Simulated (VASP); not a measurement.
# Rb (P-1) in VASP: further runs

Runs on Rb. Level: PBE. Tasks: single point, relaxation of cell and atoms.

All numbers are computed with VASP 6.6.1; they aren't measurements. Logs are shortened: lines on timing, memory, paths and dates and some standing lists are left out, and cuts for length are marked.

### Step 1. The cell of the first run

The typed cell holds 2 atoms: a = 5.051 Å, b = 9.110 Å, c = 6.623 Å, α = 62.58°, β = 51.71°, γ = 90.99°.

The cell was built from a structure type or drawn by symmetry, and may not be a known phase.

### Step 2. Single point, PBE

The input, INCAR:

```
ALGO = Normal ; EDIFF = 1E-7
ENCUT = 520 ; GGA = PE
ISIF = 2 ; ISMEAR = 0
LASPH = T ; LCHARG = F
LREAL = F ; LWAVE = F
NBANDS = 16 ; NELM = 80
PREC = Accurate ; SIGMA = 0.1
```

The input, KPOINTS:

```
k-points
0
Gamma
  4 4 4
```

The input, POSCAR:

```
Rb
1.0
    5.0255079370      0.2373978555      0.4476036677
   -0.5432678996      9.0804958608     -0.4863174611
    3.5734153919      3.5057886559      4.3371024113
Rb
2
Direct
    0.2536573989      0.2755922933      0.7260389462
    0.6291133087      0.7652635818      0.7847699522
```

Potentials or basis: VASP PAW PBE potentials, release 64 (Rb_sv).

The run is started by

```
$ cat potpaw_PBE.64/Rb_sv/POTCAR > POTCAR
$ mpirun -np 1 vasp_std > vasp.out
```

OUTCAR:

```text
EDIFF = 1E-7
   ENCUT = 520
   GGA = PE
   ISIF = 2
   ISMEAR = 0
   LASPH = T
   LREAL = F
   NELM = 80
   PREC = Accurate

 ion  position               nearest neighbor table
   1  0.254  0.276  0.726-   2 4.67   2 4.77   2 4.99   2 5.09   2 5.16   2 5.29   2 5.53
   2  0.629  0.765  0.785-   1 4.67   1 4.77   1 4.99   1 5.09   1 5.16   1 5.29   1 5.53

  LATTYP: Found a triclinic cell.
 ALAT       =     5.0509837468
 B/A-ratio  =     1.5713383851
 C/A-ratio  =     2.0471213534
 COS(alpha) =     0.0112706200
 COS(beta)  =     0.4733227410
 COS(gamma) =     0.7556517989

  Lattice vectors:

 A1 = (   5.0255079370,   0.2373978555,   0.4476036677)
 A2 = (   6.4776004821,  -3.0309929449,  -3.4418950759)
 A3 = (   4.4822400374,   9.3178937163,  -0.0387137934)

Analysis of symmetry for initial positions (statically):
=====================================================================
 Subroutine PRICEL returns:
 Original cell was already a primitive cell.

 Routine SETGRP: Setting up the symmetry group for a
 triclinic supercell.

 Subroutine GETGRP returns: Found  2 space group operations
 (whereof  1 operations were pure point group operations)
 out of a pool of  2 trial point group operations.

The static configuration has the point symmetry C_1 .
 The point group associated with its full space group is S_2 .

Analysis of symmetry for dynamics (positions and initial velocities):
=====================================================================
 Subroutine PRICEL returns:
 Original cell was already a primitive cell.

 Routine SETGRP: Setting up the symmetry group for a
 triclinic supercell.

 Subroutine GETGRP returns: Found  2 space group operations
 (whereof  1 operations were pure point group operations)
 out of a pool of  2 trial point group operations.

The dynamic configuration has the point symmetry C_1 .
 The point group associated with its full space group is S_2 .

 Subroutine INISYM returns: Found  2 space group operations
 (whereof  1 operations are pure point group operations),
 and found     1 'primitive' translations

----------------------------------------------------------------------------------------

                                     Primitive cell

  volume of cell :     191.2582

  direct lattice vectors                    reciprocal lattice vectors
     5.025507937  0.237397856  0.447603668     0.214829837  0.003233295 -0.179615656
    -0.543267900  9.080495861 -0.486317461     0.002821239  0.105598972 -0.087682766
     3.573415392  3.505788656  4.337102411    -0.021854823  0.011507081  0.239273798

  length of vectors
     5.050983747  9.109722815  6.623466539     0.280043027  0.137285723  0.240545207

  position of ions in fractional coordinates (direct lattice)
     0.253657399  0.275592293  0.726038946
     0.629113309  0.765263582  0.784769952

  ion indices of the primitive-cell ions
   primitive index   ion index
                 1           1
                 2           2

----------------------------------------------------------------------------------------

 KPOINTS: k-points

Automatic generation of k-mesh.
 Grid dimensions read from file:
 generate k-points for:    4    4    4

 Generating k-lattice:

  Cartesian coordinates                     Fractional coordinates (reciprocal lattice)
     0.053707459  0.000808324 -0.044903914     0.250000000  0.000000000 -0.000000000
     0.000705310  0.026399743 -0.021920692     0.000000000  0.250000000  0.000000000
    -0.005463706  0.002876770  0.059818449     0.000000000 -0.000000000  0.250000000

  Length of vectors
     0.070010757  0.034321431  0.060136302

  Shift w.r.t. Gamma in fractional coordinates (k-lattice)
     0.000000000  0.000000000  0.000000000

 Subroutine IBZKPT returns following result:
 ===========================================

 Found     36 irreducible k-points:

 Following reciprocal coordinates:
            Coordinates               Weight
  0.000000  0.000000  0.000000      1.000000
  0.250000  0.000000 -0.000000      2.000000
  0.500000  0.000000 -0.000000      1.000000
  0.000000  0.250000  0.000000      2.000000
  0.250000  0.250000  0.000000      2.000000
  0.500000  0.250000  0.000000      2.000000
[... 16 lines left out ...]
  0.000000 -0.250000  0.250000      2.000000
  0.250000 -0.250000  0.250000      2.000000
 [... further k-points ...]
   k-points           NKPTS =     36   k-points in BZ     NKDIM =     36   number of bands    NBANDS=     16
   number of dos      NEDOS =    301   number of ions     NIONS =      2
   total plane-waves  NPLWV = 140000
   dimension x,y,z NGX =    40 NGY =   70 NGZ =   50
   dimension x,y,z NGXF=    80 NGYF=  140 NGZF=  100
   ions per type =               2
   NGX,Y,Z   is equivalent  to a cutoff of  13.17, 12.77, 12.55 a.u.
   NGXF,Y,Z  is equivalent  to a cutoff of  26.33, 25.55, 25.10 a.u.
 SYSTEM =  unknown system
   PREC   = accura    normal or accurate (medium, high low for compatibility)
   ISTART =      0    job   : 0-new  1-cont  2-samecut
   ICHARG =      2    charge: 1-file 2-atom 10-const
   ISPIN  =      1    spin polarized calculation?
   LNONCOLLINEAR =      F non collinear calculations
   LSORBIT =      F    spin-orbit coupling
   LASPH  =      T    aspherical Exc in radial PAW
   ENCUT  =  520.0 eV  38.22 Ry    6.18 a.u.   9.39 16.94 12.32*2*pi/ulx,y,z
   NELM   =     80;   NELMIN=  2; NELMDL= -5     # of ELM steps
   EDIFF  = 0.1E-06   stopping-criterion for ELM
   LREAL  =      F    real-space projection
   EDIFFG = 0.1E-05   stopping-criterion for IOM
   NSW    =      0    number of steps for IOM
   IBRION =     -1    ionic relax: 0-MD 1-quasi-New 2-CG
   NFREE  =      0    steps in history (QN), initial steepest desc. (CG)
   ISIF   =      2    stress and relaxation
   ISYM   =      2    0-nonsym 1-usesym 2-fastsym
   POTIM  = 0.5000    time-step for ionic-motion
   TEBEG  =    0.0;   TEEND  =   0.0 temperature during run
   PSTRESS=    0.0 pullay stress
   NELECT =      18.0000    total number of electrons
   NUPDOWN=      -1.0000    fix difference up-down
   EMIN   =  10.00;   EMAX   =-10.00  energy-range for DOS
   EFERMI =   0.00;   METHOD = LEGACY
   ISMEAR =     0;   SIGMA  =   0.10  broadening in eV -4-tet -1-fermi 0-gaus
   EFERMI_NEDOS =   21; number of points for ismear=-14 and -15
   IALGO  =     38    algorithm
   IMIX   =      4    mixing-type and parameters
     AMIX     =   0.40;   BMIX     =  1.00
     AMIX_MAG =   1.60;   BMIX_MAG =  1.00
  volume/ion in A,a.u.               =      95.63       645.34
  Fermi-wavevector in a.u.,A,eV,Ry     =   0.744662  1.407206  7.544716  0.554521
  Thomas-Fermi vector in A             =   1.840066
   LORBIT       =      0    0 simple, 1 ext, 2 COOP (PROOUT), +10 PAW based schemes
   GGA     = PE    functional components
   LHFCALC =     F    Hartree Fock is set to
   AEXX    =    0.0000 exact exchange contribution
   IVDW    =     0    specifies the selected vdW correction
   LEPSILON=     F    determine dielectric tensor
   LRPA    =     F    only Hartree local field effects (RPA)
 non-spin polarized calculation
 Gauss-broadening in eV      SIGMA  =   0.10
  energy-cutoff  :      520.00
  volume of cell :      191.26
 maximum number of plane-waves:      5175
 NGX is ok and might be reduce to    40
   NGX = 19   NGY = 33   NGZ = 25

 number of electron      18.0000000 magnetization

 Free energy of the ion-electron system (eV)
  ---------------------------------------------------
  ext. energy  EPLUGINS =         0.00000000
  ---------------------------------------------------
  free energy    TOTEN  =        -1.82150710 eV

  energy without entropy =       -1.80974870  energy(sigma->0) =       -1.81562790

 E-fermi :  -0.0995     XC(G=0):  -5.3448

 val. band max:       -0.1123779264   @ k =  -0.2500  -0.2500   0.2500
 cond. band min:      -0.0677590046   @ k =  -0.2500   0.2500   0.5000
 fundamental gap:      0.0446189218
 Fermi energy:        -0.0994548052

 k-point     1 :       0.0000    0.0000    0.0000
  band No.  band energies     occupation
      1     -29.0369      2.00000
      2     -29.0314      2.00000
      3     -13.1820      2.00000
      4     -13.1182      2.00000
      5     -13.0968      2.00000
      6     -13.0862      2.00000
[... 8 lines left out ...]
     15       3.9356      0.00000
     16       3.9993      0.00000

 k-point     2 :       0.2500    0.0000   -0.0000
  band No.  band energies     occupation
      1     -29.0349      2.00000
      2     -29.0315      2.00000
      3     -13.1642      2.00000
      4     -13.1255      2.00000
      5     -13.1210      2.00000
      6     -13.1061      2.00000
[... 8 lines left out ...]
     15       2.9053      0.00000
     16       3.5539      0.00000

 k-point     3 :       0.5000    0.0000   -0.0000
  band No.  band energies     occupation
      1     -29.0327      2.00000
      2     -29.0318      2.00000
      3     -13.1518      2.00000
      4     -13.1433      2.00000
      5     -13.1297      2.00000
      6     -13.1279      2.00000
[... 8 lines left out ...]
     15       2.3804      0.00000
     16       2.4297      0.00000

 k-point     4 :       0.0000    0.2500    0.0000
  band No.  band energies     occupation
      1     -29.0361      2.00000
      2     -29.0322      2.00000
      3     -13.1671      2.00000
      4     -13.1140      2.00000
      5     -13.0980      2.00000
      6     -13.0910      2.00000
[... 8 lines left out ...]
     15       3.7125      0.00000
     16       3.8933      0.00000
[... 324 lines left out ...]
 k-point    22 :      -0.2500    0.5000    0.2500
  band No.  band energies     occupation
      1     -29.0339      2.00000
      2     -29.0318      2.00000
      3     -13.1612      2.00000
      4     -13.1373      2.00000
      5     -13.1206      2.00000
      6     -13.1081      2.00000
[... 8 lines left out ...]
     15       3.2294      0.00000
     16       3.5310      0.00000

 k-point    23 :       0.0000   -0.2500    0.2500
  band No.  band energies     occupation
      1     -29.0345      2.00000
      2     -29.0331      2.00000
      3     -13.1644      2.00000
      4     -13.1384      2.00000
      5     -13.0959      2.00000
      6     -13.0926      2.00000
[... 8 lines left out ...]
     15       3.6898      0.00000
     16       3.9144      0.00000

 k-point    24 :       0.2500   -0.2500    0.2500
  band No.  band energies     occupation
      1     -29.0342      2.00000
      2     -29.0328      2.00000
      3     -13.1408      2.00000
      4     -13.1348      2.00000
      5     -13.1223      2.00000
      6     -13.1036      2.00000
[... 8 lines left out ...]
     15       3.5514      0.00000
     16       3.6796      0.00000

 [... further k-points ...]
[... 5 lines left out ...]
  --------------------------------------------------------------------------------------
  -------------------------------------------------------------------------------------
  Total       -0.0700215     -0.2368278      0.0551858     -0.1571353     -0.0387081      0.0522353
  in kB       -0.5865726     -1.9839154      0.4622940     -1.3163285     -0.3242592      0.4375775
  external PRESSURE =      -0.7027313 kB  Pullay stress =       0.0000000 kB

 VOLUME and BASIS-vectors are now :
 -----------------------------------------------------------------------------
  energy-cutoff  :      520.00
  volume of cell :      191.26
      direct lattice vectors                 reciprocal lattice vectors
     5.025507937  0.237397856  0.447603668     0.214829837  0.003233295 -0.179615656
    -0.543267900  9.080495861 -0.486317461     0.002821239  0.105598972 -0.087682766
     3.573415392  3.505788656  4.337102411    -0.021854823  0.011507081  0.239273798

 POSITION                                       TOTAL-FORCE (eV/Angst)
 -----------------------------------------------------------------------------------
      3.71948      5.10807      3.12842        -0.022999      0.002723      0.028693
      5.55018      9.84956      3.31306         0.022999     -0.002723     -0.028693
 -----------------------------------------------------------------------------------
    total drift:                                0.000000      0.000000      0.000000

  FREE ENERGIE OF THE ION-ELECTRON SYSTEM (eV)
  ---------------------------------------------------
  free  energy   TOTEN  =        -1.8215071023 eV

  energy  without entropy=       -1.8097487027  energy(sigma->0) =       -1.81562790
```

Run time: 53 s. Hardware: 1 thread of Intel Xeon 6975P-C (Granite Rapids), shared host; peak memory 0.4 GiB.

Results:

```yaml
Free_energy: -1.8215 eV
Pressure: -0.1 GPa
Largest_force: 0.037 eV/Å
Band_gap_on_the_k_mesh: zero (bands 9 and 10 overlap by 1.95 eV)
```

Forces on the atoms (eV/Å):
```
Rb  -0.023  0.003  0.029
Rb   0.023 -0.003 -0.029
```

Stress tensor (GPa, compression positive):
```
-0.06 -0.13  0.04
-0.13 -0.20 -0.03
 0.04 -0.03  0.05
```

### Step 3. Relaxation of cell and atoms, PBE

This run uses another cell than the first one.

The input, INCAR:

```
SYSTEM = Rb
ALGO = Fast ; EDIFF = 1E-6
EDIFFG = -0.04 ; ENCUT = 600
GGA = PE ; IBRION = 2
ISIF = 3 ; ISMEAR = 0
LASPH = .TRUE. ; LCHARG = .FALSE.
LREAL = .FALSE. ; LWAVE = .FALSE.
NELM = 80 ; NSW = 90
PREC = Accurate ; SIGMA = 0.1
```

The input, KPOINTS:

```
k-points
0
G
  4 4 4
  0 0 0
```

The input, POSCAR:

```
Rb
1.0
    4.1429560117      0.0000000000      0.0000000000
   -0.8166210803      7.8063077091      0.0000000000
    2.1803151597      3.1925832603      6.9020864725
Rb
2
Direct
    0.2263215128      0.3975921322      0.6711591462
    0.6564491948      0.6432637429      0.8396497522
```

Potentials or basis: VASP PAW PBE potentials, release 64 (Rb_sv).

The run is started by

```
$ cat potpaw_PBE.64/Rb_sv/POTCAR > POTCAR
$ mpirun -np 1 vasp_std > vasp.out
```

Wall time 28 min (1 thread of Intel Xeon 6975P-C (Granite Rapids), shared host); peak memory 0.51 GiB.

It converged, with:

```
Free energy                           : -1.8246 eV
Relaxed volume                        : 94.02 Å³/atom
Relaxed cell                          : a = 5.393 Å, b = 8.498 Å, c = 9.448 Å, α = 32.02°, β = 68.66°, γ = 85.80°
Space group after relaxing (to 0.1 Å) : P-1 (No. 2)
Energy gained by relaxing             : 594.8 meV/atom
Ionic steps                           : 21
Pressure after relaxing               : 0.0 GPa
Largest force after relaxing          : 0.019 eV/Å
Band gap on the k mesh                : zero (bands 9 and 10 overlap by 1.76 eV)
```

Forces in eV/Å, atoms in the order of the input:
```
Rb   0.015 -0.012 -0.001
Rb  -0.015  0.012  0.001
```

Stress tensor (GPa, compression positive):
```
-0.04 -0.05  0.01
-0.05 -0.05 -0.03
 0.01 -0.03 -0.06
```

Step by step:
```csv
step,energy change (eV),largest force (eV/Å),pressure (GPa),volume (Å³)
1,0.0000,1.2839,1.37,223.22
2,-0.4871,0.7700,0.60,254.78
3,-0.7543,0.3642,0.05,296.62
4,-0.7912,0.2476,-0.09,315.71
5,-0.7967,0.2033,-0.13,324.82
6,-0.7971,0.1931,-0.15,326.99
7,-0.8217,0.1803,-0.15,318.93
8,-0.8889,0.1421,-0.16,294.75
9,-0.9746,0.0802,-0.11,246.83
10,-1.0129,0.0746,-0.13,235.75
11,-1.1058,0.0638,-0.10,208.32
12,-1.0353,0.2625,0.85,153.45
13,-1.1407,0.1087,0.06,188.59
14,-1.1410,0.1125,0.06,187.32
15,-1.1494,0.1024,0.01,189.53
16,-1.1639,0.0624,-0.11,195.84
17,-1.1683,0.0250,-0.23,206.83
18,-1.1749,0.0221,-0.22,203.99
19,-1.1875,0.0178,-0.12,195.06
20,-1.1894,0.0175,-0.09,191.30
21,-1.1896,0.0191,-0.05,188.03
```

Final structure:
```
CELL_PARAMETERS angstrom
5.35533 0.57534 -0.26320
-0.04705 7.80962 3.34951
3.16150 5.86012 6.70221
ATOMIC_POSITIONS crystal
Rb 0.21613 0.33429 0.69307
Rb 0.66664 0.70657 0.81774
```

Levels at points of the mesh, in eV from the Fermi level:
```csv
k point,band 6,band 7,band 8,band 9,band 10,band 11,band 12,band 13
"(0.00, 0.00, 0.00)",-13.00,-13.00,-12.99,-1.96,0.10,0.60,2.94,3.32
"(0.50, 0.00, 0.00)",-13.03,-13.01,-13.01,0.10,0.19,1.23,1.42,2.00
"(0.00, 0.50, 0.00)",-13.03,-13.03,-13.01,0.46,0.65,0.96,1.24,2.36
"(0.50, 0.50, 0.00)",-13.02,-13.01,-13.00,0.21,0.29,0.71,0.81,2.18
"(0.00, 0.00, 0.50)",-13.03,-13.02,-13.00,0.18,0.64,1.00,1.55,2.08
"(0.50, 0.00, 0.50)",-13.02,-13.01,-13.00,-0.05,0.08,1.36,1.66,1.79
"(0.00, 0.50, 0.50)",-13.01,-13.00,-12.99,-1.32,-1.30,2.23,2.26,3.15
"(0.50, 0.50, 0.50)",-13.01,-13.01,-13.00,0.10,0.56,0.60,1.22,2.05
```

Caveat: the k points lie up to 0.36 Å⁻¹ apart in the final cell, too coarse for converged energies and pressures of a metal; the volume moved by over 15 % at a fixed basis, so the end points are rough.
